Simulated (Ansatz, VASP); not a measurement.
# BiS: VASP beside Ansatz

```
Bi S
1.0
     3.49798    0.00000    0.00000
     0.00000    3.49798    0.00000
     0.00000    0.00000    3.49798
Bi S
1 1
Cartesian
  0.0000 0.0000 0.0000
  1.7490 1.7490 1.7490
```

Alike in both runs: task single point; functional PBEsol; k mesh 10 × 10 × 10; occupations gaussian, width 0.05 eV; no spin polarisation.

|  | VASP | Ansatz |
| --- | --- | --- |
| version | VASP 6.6.1 | Ansatz 0.2.0 |
| potentials or method | VASP PAW PBE potentials, release 64 (Bi_d, S), cutoff 520 eV | scalar-relativistic, plane waves, PAW |
| valence electrons in the cell | 21 | 21 |

```tsv
	VASP	Ansatz	Ansatz less VASP
gap on the k mesh at the Fermi level (eV)	none	none	-
pressure (GPa)	1.7	1.7	+0.01
```

VASP's potentials were made for PBE, not for PBEsol. A gap of «none» marks a metal or a gap that the smearing closes.

Neither program's run includes spin-orbit coupling.
